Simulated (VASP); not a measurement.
Here is a VASP 6.6.1 calculation.

File INCAR:

```
PREC = Accurate ; ENCUT = 520
EDIFF = 1E-7 ; ISMEAR = 0
SIGMA = 0.01 ; LREAL = F
LASPH = T ; NELM = 80
ALGO = Normal ; ISIF = 2
LWAVE = F ; LCHARG = F
GGA = PE ; NBANDS = 15
```

The input KPOINTS:

```
regular mesh
0
Gamma
  8 8 8
```

The input POSCAR:

```
CaSe
1.0
    0.0000000000      2.9675351088      2.9675351088
    2.9675351088      0.0000000000      2.9675351088
    2.9675351088      2.9675351088      0.0000000000
Ca Se
1 1
Direct
    0.0000000000      0.0000000000      0.0000000000
    0.5000000000      0.5000000000      0.5000000000
```

Potentials or basis: VASP PAW PBE potentials, release 64 (Ca_sv, Se).

Run with:

```bash
$ cat potpaw_PBE.64/Ca_sv/POTCAR potpaw_PBE.64/Se/POTCAR > POTCAR
$ mpirun -np 1 vasp_std > vasp.out
```

Question: What does it give for the band gap on the k mesh?

Answer: 2.05 eV, indirect (least direct gap 2.97 eV).

Question: Predict the pressure.

Answer: 0.7 GPa.

A k mesh can miss the band edges. Expect the measured gap to be larger: semilocal functionals such as PBE lack the derivative discontinuity.
